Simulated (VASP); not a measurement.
# K5AgS3 (P6/mmm) in VASP: notebook

Runs on K5AgS3. Level: PBE. Tasks: single point.

Everything below comes from runs of VASP 6.6.1. Logs are shortened: lines on timing, memory, paths and dates and some standing lists are left out, and cuts for length are marked.

**1. The cell of the first run**

The structure is hexagonal, space group P6/mmm (No. 191). Conventional cell: a = 6.743 Å, b = 6.743 Å, c = 7.316 Å, α = 90.00°, β = 90.00°, γ = 120.00°. Within 5.0 Å of K (site symmetry 6/mmm) lie 2 Ag at 3.66 Å and 12 K at 4.39 Å and 12 S at 4.98 Å. Within 3.4 Å of K (site symmetry 3m) lie 3 S at 2.54 Å and 1 K at 3.27 Å. Ag (site symmetry 6/mmm) has 6 S at 3.37 Å and 14 K at 3.66 to 4.22 Å within 4.4 Å. S (site symmetry mmm) has 4 K at 2.54 Å and 4 S at 3.37 Å and 2 Ag at 3.37 Å within 3.4 Å.

The cell was built from a structure type or drawn by symmetry, and may not be a known phase.

**2. Single point, PBE**

INCAR

```
SYSTEM = K5AgS3
PREC = Accurate ; ENCUT = 520
EDIFF = 1E-6 ; ISMEAR = 0
SIGMA = 0.1 ; LREAL = .False.
LASPH = .True. ; NELM = 100
ALGO = Normal ; ISIF = 2
LWAVE = .False. ; LCHARG = .False.
GGA = PE ; NBANDS = 47
```

KPOINTS

```
regular mesh
0
Gamma
  3 3 4
  0 0 0
```

POSCAR

```
K5AgS3
1.0
    6.7434816300      0.0000000000      0.0000000000
   -3.3717408100      5.8400264000      0.0000000000
    0.0000000000      0.0000000000      7.3164476000
K Ag S
5 1 3
Direct
    0.0000000000      0.0000000000      0.0000000000
    0.3333333300      0.6666666700      0.2764893700
    0.3333333300      0.6666666700      0.7235106300
    0.6666666700      0.3333333300      0.7235106300
    0.6666666700      0.3333333300      0.2764893700
    0.0000000000      0.0000000000      0.5000000000
    0.5000000000      0.0000000000      0.5000000000
    0.0000000000      0.5000000000      0.5000000000
    0.5000000000      0.5000000000      0.5000000000
```

Potentials or basis: VASP PAW PBE potentials, release 64 (K_sv, Ag, S).

On the command line:

```bash
> cat potpaw_PBE.64/K_sv/POTCAR potpaw_PBE.64/Ag/POTCAR potpaw_PBE.64/S/POTCAR > POTCAR
> mpirun -np 1 vasp_std > vasp.out
```

OUTCAR:

```text
SYSTEM = K5AgS3
   PREC = Accurate
   ENCUT = 520
   EDIFF = 1E-6
   ISMEAR = 0
   LREAL = .False.
   LASPH = .True.
   NELM = 100
   ISIF = 2
   GGA = PE

 ion  position               nearest neighbor table
   1  0.000  0.000  0.000-   6 3.66   6 3.66
   2  0.333  0.667  0.276-   7 2.54   8 2.54   9 2.54   3 3.27
   3  0.333  0.667  0.724-   7 2.54   8 2.54   9 2.54   2 3.27
   4  0.667  0.333  0.724-   7 2.54   8 2.54   9 2.54   5 3.27
   5  0.667  0.333  0.276-   7 2.54   8 2.54   9 2.54   4 3.27
   6  0.000  0.000  0.500-   1 3.66   1 3.66
   7  0.500  0.000  0.500-   2 2.54   3 2.54   4 2.54   5 2.54
   8  0.000  0.500  0.500-   2 2.54   3 2.54   4 2.54   5 2.54
   9  0.500  0.500  0.500-   2 2.54   3 2.54   4 2.54   5 2.54

  LATTYP: Found a hexagonal cell.
 ALAT       =     6.7434816300
 C/A-ratio  =     1.0849658977

  Lattice vectors:

 A1 = (   6.7434816300,   0.0000000000,   0.0000000000)
 A2 = (  -3.3717408100,   5.8400264000,   0.0000000000)
 A3 = (   0.0000000000,   0.0000000000,   7.3164476000)

Analysis of symmetry for initial positions (statically):
=====================================================================
 Subroutine PRICEL returns:
 Original cell was already a primitive cell.

 Routine SETGRP: Setting up the symmetry group for a
 hexagonal supercell.

 Subroutine GETGRP returns: Found 24 space group operations
 (whereof 24 operations were pure point group operations)
 out of a pool of 24 trial point group operations.

The static configuration has the point symmetry D_6h.

Analysis of symmetry for dynamics (positions and initial velocities):
=====================================================================
 Subroutine PRICEL returns:
 Original cell was already a primitive cell.

 Routine SETGRP: Setting up the symmetry group for a
 hexagonal supercell.

 Subroutine GETGRP returns: Found 24 space group operations
 (whereof 24 operations were pure point group operations)
 out of a pool of 24 trial point group operations.

The dynamic configuration has the point symmetry D_6h.

 Subroutine INISYM returns: Found 24 space group operations
 (whereof 24 operations are pure point group operations),
 and found     1 'primitive' translations

----------------------------------------------------------------------------------------

                                     Primitive cell

  volume of cell :     288.1371

  direct lattice vectors                    reciprocal lattice vectors
     6.743481630  0.000000000  0.000000000     0.148291351  0.085616051  0.000000000
    -3.371740810  5.840026400  0.000000000     0.000000000  0.171232103  0.000000000
     0.000000000  0.000000000  7.316447600     0.000000000  0.000000000  0.136678352

  length of vectors
     6.743481630  6.743481626  7.316447600     0.171232103  0.171232103  0.136678352

  position of ions in fractional coordinates (direct lattice)
     0.000000000  0.000000000  0.000000000
     0.333333330  0.666666670  0.276489370
     0.333333330  0.666666670  0.723510630
     0.666666670  0.333333330  0.723510630
     0.666666670  0.333333330  0.276489370
     0.000000000  0.000000000  0.500000000
     0.500000000  0.000000000  0.500000000
     0.000000000  0.500000000  0.500000000
     0.500000000  0.500000000  0.500000000

  ion indices of the primitive-cell ions
   primitive index   ion index
                 1           1
                 2           2
                 3           3
                 4           4
                 5           5
                 6           6
                 7           7
                 8           8
                 9           9

----------------------------------------------------------------------------------------

 KPOINTS: regular mesh

Automatic generation of k-mesh.
 Grid dimensions read from file:
 generate k-points for:    3    3    4

 Generating k-lattice:

  Cartesian coordinates                     Fractional coordinates (reciprocal lattice)
     0.049430450  0.028538684  0.000000000     0.333333333  0.000000000  0.000000000
     0.000000000  0.057077368  0.000000000     0.000000000  0.333333333  0.000000000
     0.000000000  0.000000000  0.034169588     0.000000000  0.000000000  0.250000000

  Length of vectors
     0.057077368  0.057077368  0.034169588

  Shift w.r.t. Gamma in fractional coordinates (k-lattice)
     0.000000000  0.000000000  0.000000000

 Subroutine IBZKPT returns following result:
 ===========================================

 Found      9 irreducible k-points:

 Following reciprocal coordinates:
            Coordinates               Weight
  0.000000  0.000000  0.000000      1.000000
  0.333333  0.000000  0.000000      6.000000
  0.333333  0.333333  0.000000      2.000000
  0.000000  0.000000  0.250000      2.000000
  0.333333  0.000000  0.250000     12.000000
  0.333333  0.333333  0.250000      4.000000
  0.000000  0.000000  0.500000      1.000000
  0.333333  0.000000  0.500000      6.000000
  0.333333  0.333333  0.500000      2.000000
   k-points           NKPTS =      9   k-points in BZ     NKDIM =      9   number of bands    NBANDS=     47
   number of dos      NEDOS =    301   number of ions     NIONS =      9
   total plane-waves  NPLWV = 135000
   dimension x,y,z NGX =    50 NGY =   50 NGZ =   54
   dimension x,y,z NGXF=   100 NGYF=  100 NGZF=  108
   ions per type =               5   1   3
   NGX,Y,Z   is equivalent  to a cutoff of  12.33, 12.33, 12.27 a.u.
   NGXF,Y,Z  is equivalent  to a cutoff of  24.65, 24.65, 24.54 a.u.
 SYSTEM =  K5AgS3
   PREC   = accura    normal or accurate (medium, high low for compatibility)
   ISTART =      0    job   : 0-new  1-cont  2-samecut
   ICHARG =      2    charge: 1-file 2-atom 10-const
   ISPIN  =      1    spin polarized calculation?
   LNONCOLLINEAR =      F non collinear calculations
   LSORBIT =      F    spin-orbit coupling
   LASPH  =      T    aspherical Exc in radial PAW
   ENCUT  =  520.0 eV  38.22 Ry    6.18 a.u.  12.54 12.54 13.60*2*pi/ulx,y,z
   NELM   =    100;   NELMIN=  2; NELMDL= -5     # of ELM steps
   EDIFF  = 0.1E-05   stopping-criterion for ELM
   LREAL  =      F    real-space projection
   EDIFFG = 0.1E-04   stopping-criterion for IOM
   NSW    =      0    number of steps for IOM
   IBRION =     -1    ionic relax: 0-MD 1-quasi-New 2-CG
   NFREE  =      0    steps in history (QN), initial steepest desc. (CG)
   ISIF   =      2    stress and relaxation
   ISYM   =      2    0-nonsym 1-usesym 2-fastsym
   POTIM  = 0.5000    time-step for ionic-motion
   TEBEG  =    0.0;   TEEND  =   0.0 temperature during run
   PSTRESS=    0.0 pullay stress
   NELECT =      74.0000    total number of electrons
   NUPDOWN=      -1.0000    fix difference up-down
   EMIN   =  10.00;   EMAX   =-10.00  energy-range for DOS
   EFERMI =   0.00;   METHOD = LEGACY
   ISMEAR =     0;   SIGMA  =   0.10  broadening in eV -4-tet -1-fermi 0-gaus
   EFERMI_NEDOS =   21; number of points for ismear=-14 and -15
   IALGO  =     38    algorithm
   IMIX   =      4    mixing-type and parameters
     AMIX     =   0.40;   BMIX     =  1.00
     AMIX_MAG =   1.60;   BMIX_MAG =  1.00
  volume/ion in A,a.u.               =      32.02       216.05
  Fermi-wavevector in a.u.,A,eV,Ry     =   1.040604  1.966457 14.733171  1.082857
  Thomas-Fermi vector in A             =   2.175188
   LORBIT       =      0    0 simple, 1 ext, 2 COOP (PROOUT), +10 PAW based schemes
   GGA     = PE    functional components
   LHFCALC =     F    Hartree Fock is set to
   AEXX    =    0.0000 exact exchange contribution
   IVDW    =     0    specifies the selected vdW correction
   LEPSILON=     F    determine dielectric tensor
   LRPA    =     F    only Hartree local field effects (RPA)
 non-spin polarized calculation
 Gauss-broadening in eV      SIGMA  =   0.10
  energy-cutoff  :      520.00
  volume of cell :      288.14
 maximum number of plane-waves:      7809
 NGX is ok and might be reduce to    50
   NGX = 25   NGY = 25   NGZ = 27

 number of electron      74.0000009 magnetization

 Free energy of the ion-electron system (eV)
  ---------------------------------------------------
  ext. energy  EPLUGINS =         0.00000000
  ---------------------------------------------------
  free energy    TOTEN  =       -16.93796254 eV

  energy without entropy =      -16.85627807  energy(sigma->0) =      -16.89712031

 E-fermi :   1.7694     XC(G=0):  -7.5948

 val. band max:        1.7687552878   @ k =   0.3333   0.0000   0.5000
 cond. band min:       1.7920727813   @ k =   0.0000   0.0000   0.0000
 fundamental gap:      0.0233174935
 Fermi energy:         1.7694456524

 k-point     1 :       0.0000    0.0000    0.0000
  band No.  band energies     occupation
      1     -31.0634      2.00000
      2     -27.8323      2.00000
      3     -27.7897      2.00000
      4     -27.7501      2.00000
      5     -27.7180      2.00000
      6     -14.5725      2.00000
[... 39 lines left out ...]
     46       4.9982      0.00000
     47       5.8807      0.00000

 k-point     2 :       0.3333    0.0000    0.0000
  band No.  band energies     occupation
      1     -31.0634      2.00000
      2     -27.8233      2.00000
      3     -27.7987      2.00000
      4     -27.7433      2.00000
      5     -27.7248      2.00000
      6     -14.5730      2.00000
[... 39 lines left out ...]
     46       5.3730      0.00000
     47       5.7886      0.00000

 k-point     3 :       0.3333    0.3333    0.0000
  band No.  band energies     occupation
      1     -31.0634      2.00000
      2     -27.8111      2.00000
      3     -27.8111      2.00000
      4     -27.7341      2.00000
      5     -27.7341      2.00000
      6     -14.5731      2.00000
[... 289 lines left out ...]
     46       5.2151      0.00000
     47       6.0939      0.00000

 k-point     9 :       0.3333    0.3333    0.5000
  band No.  band energies     occupation
      1     -31.0634      2.00000
      2     -27.8051      2.00000
      3     -27.8051      2.00000
      4     -27.7402      2.00000
      5     -27.7402      2.00000
      6     -14.5730      2.00000
[... 39 lines left out ...]
     46       5.0718      0.00000
     47       6.5460      0.00000

------------------------ aborting loop because EDIFF is reached ----------------------------------------

  FORCE on cell =-STRESS in cart. coord.  units (eV):
  Direction    XX          YY          ZZ          XY          YZ          ZX
  --------------------------------------------------------------------------------------
  -------------------------------------------------------------------------------------
  Total       20.2169283     20.2169282     23.7746137      0.0000000     -0.0000000      0.0000000
  in kB      112.4155777    112.4155776    132.1979730      0.0000001     -0.0000000      0.0000000
  external PRESSURE =     119.0097094 kB  Pullay stress =       0.0000000 kB

 VOLUME and BASIS-vectors are now :
 -----------------------------------------------------------------------------
  energy-cutoff  :      520.00
  volume of cell :      288.14
      direct lattice vectors                 reciprocal lattice vectors
     6.743481630  0.000000000  0.000000000     0.148291351  0.085616051  0.000000000
    -3.371740810  5.840026400  0.000000000     0.000000000  0.171232103  0.000000000
     0.000000000  0.000000000  7.316447600     0.000000000  0.000000000  0.136678352

 POSITION                                       TOTAL-FORCE (eV/Angst)
 -----------------------------------------------------------------------------------
      0.00000      0.00000      0.00000         0.000000      0.000000      0.000000
     -0.00000      3.89335      2.02292        -0.000000      0.000000     -3.731647
     -0.00000      3.89335      5.29353        -0.000000      0.000000      3.731647
      3.37174      1.94668      5.29353         0.000000     -0.000000      3.731647
      3.37174      1.94668      2.02292        -0.000000     -0.000000     -3.731647
      0.00000      0.00000      3.65822         0.000000      0.000000      0.000000
      3.37174      0.00000      3.65822         0.000000      0.000000      0.000000
     -1.68587      2.92001      3.65822         0.000000      0.000000      0.000000
      1.68587      2.92001      3.65822         0.000000      0.000000      0.000000
 -----------------------------------------------------------------------------------
    total drift:                               -0.000000      0.000000     -0.000000

  FREE ENERGIE OF THE ION-ELECTRON SYSTEM (eV)
  ---------------------------------------------------
  free  energy   TOTEN  =       -16.9379625404 eV

  energy  without entropy=      -16.8562780716  energy(sigma->0) =      -16.89712031
```

Run time: 5.3 min. Hardware: 1 thread of Intel Xeon Platinum 8259CL at 2.50GHz (Skylake/Cascade Lake), shared host; peak memory 0.41 GiB.

What came out:

| Item | Value |
| --- | --- |
| Free energy | -16.9380 eV |
| Pressure | 11.9 GPa |
| Largest force | 3.732 eV/Å |
| Band gap on the k mesh | zero (bands 37 and 38 overlap by 0.03 eV) |

Forces on the atoms (eV/Å):
```
K    0.000  0.000  0.000
K    0.000  0.000 -3.732
K    0.000  0.000  3.732
K    0.000  0.000  3.732
K    0.000  0.000 -3.732
Ag   0.000  0.000  0.000
S    0.000  0.000  0.000
S    0.000  0.000  0.000
S    0.000  0.000  0.000
```

Stress tensor (GPa, compression positive):
```
11.24  0.00  0.00
 0.00 11.24  0.00
 0.00  0.00 13.22
```

Levels at points of the mesh, in eV from the Fermi level:
| k point | band 34 | band 35 | band 36 | band 37 | band 38 | band 39 | band 40 | band 41 |
| --- | --- | --- | --- | --- | --- | --- | --- | --- |
| (0.00, 0.00, 0.00) | -1.09 | -1.09 | -0.20 | -0.20 | 0.02 | 0.04 | 2.04 | 2.04 |
| (0.00, 0.00, 0.50) | -1.10 | -0.68 | -0.16 | -0.16 | 0.04 | 0.14 | 2.17 | 2.17 |

Caveat: the cell stands under pressure; forces of over 1 eV/Å act on the atoms, so gaps and moduli don't describe the material at rest.

(Continued in part 2 of 2.)
